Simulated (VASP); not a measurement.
VPt3:

```
V Pt
1.0
     3.87900    0.00000    0.00000
     0.00000    3.87900    0.00000
     0.00000    0.00000    3.87900
V Pt
1 3
Direct
  0.00000 0.00000 0.00000
  0.00000 0.50000 0.50000
  0.50000 0.00000 0.50000
  0.50000 0.50000 0.00000
```

Base run:

- Program: VASP 6.6.1
- Functional: LDA
- Potentials or basis: VASP PAW LDA potentials, release 64 (V_sv, Pt)
- Cutoff: 520 eV
- k mesh: 7 × 7 × 7
- Occupations: fermi-dirac, width 0.1 eV
- Spin: collinear spin, ferromagnetic start
- Starting moments: [0.2, 0.0, 0.0, 0.0] μB

Its results: pressure -7.6 GPa.

Q: The run is repeated on the same cell with these changes: moments at the start from [0.2, 0.0, 0.0, 0.0] to [2.27, 0.0, 0.0, 0.0]; fixed moment from none to 2.27 μB. What comes out?

A: Pressure -5.9 GPa; site moments V +1.54; Pt +0.19 μB.

Caveats: the total moment is fixed, so each spin has its own Fermi level (some runs).
